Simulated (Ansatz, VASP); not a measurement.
# MoS2 in VASP and in Ansatz

```
Mo S
1.0
     3.22746    0.00000    0.00000
    -1.61373    2.79507    0.00000
     0.00000    0.00000    6.31247
Mo S
1 2
Direct
  0.00000 0.00000 0.50000
  0.66667 0.33333 0.74468
  0.33333 0.66667 0.25532
```

Alike in both runs: functional b88 exchange, pbe correlation; k mesh 9 × 9 × 4; occupations fermi-dirac, width 0.05 eV; no spin polarisation.

```csv
,VASP,Ansatz
version,VASP 6.6.1,Ansatz 0.2.0
potentials or method,"VASP PAW PBE potentials, release 64 (Mo_sv, S)",Ansatz PAW
plane-wave cutoff (eV),500,420
valence electrons in the cell,26,26
task,single point,band structure
```

Ansatz gave:

```
gap on the k mesh at the Fermi level (eV)                     : none
pressure (GPa)                                                : 1.2
traceless stress, the component that is largest in VASP (GPa) : 1.81
rms of the force components (eV/Å)                            : 0.122
```

**Question.** Which values does VASP return?

**Answer.** gap on the k mesh at the Fermi level (eV): none; pressure (GPa): 1.1; traceless stress, the component that is largest in VASP (GPa): 1.81; rms of the force components (eV/Å): 0.117.

VASP's potentials were made for PBE, not for b88 exchange, pbe correlation. Atom by atom the forces differ by 0.005 eV/Å (rms over components). A gap of «none» marks a metal or a gap that the smearing closes.
